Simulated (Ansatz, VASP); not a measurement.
**Two plane-wave programs on PbS**

```xyz
2
Lattice="0.0000 2.9650 2.8761 2.9650 0.0000 2.8761 2.9650 2.9650 0.0000" Properties=species:S:1:pos:R:3 pbc="T T T"
Pb    0.0000    0.0000    0.0000
S     2.9650    2.9650    2.8761
```

Change from the starting cell: strain +0.000 along x and y, -0.030 along z, atoms carried along.

Alike in both runs: task single point; functional r2SCAN; k mesh 8 × 8 × 8; occupations gaussian, width 0.05 eV; no spin polarisation.

|  | VASP | Ansatz |
| --- | --- | --- |
| version | VASP 6.6.1 | Ansatz 0.2.0 |
| potentials or method | VASP PAW PBE potentials, release 64 (Pb_d, S), cutoff 520 eV | scalar-relativistic, plane waves, PAW |
| valence electrons in the cell | 20 | 20 |

```tsv
	VASP	Ansatz	Ansatz less VASP
gap on the k mesh at the Fermi level (eV)	0.46	0.45	-0.011
least direct gap on the mesh (eV)	0.46	0.45	-0.011
pressure (GPa)	3.6	3.6	+0.01
traceless stress, the component that is largest in VASP (GPa)	3.33	3.32	-0.012
```

VASP's potentials were made for PBE, not for r2SCAN. The functional is the same, so the differences come from potentials, cutoffs and numerics.

Spin-orbit coupling is off throughout.
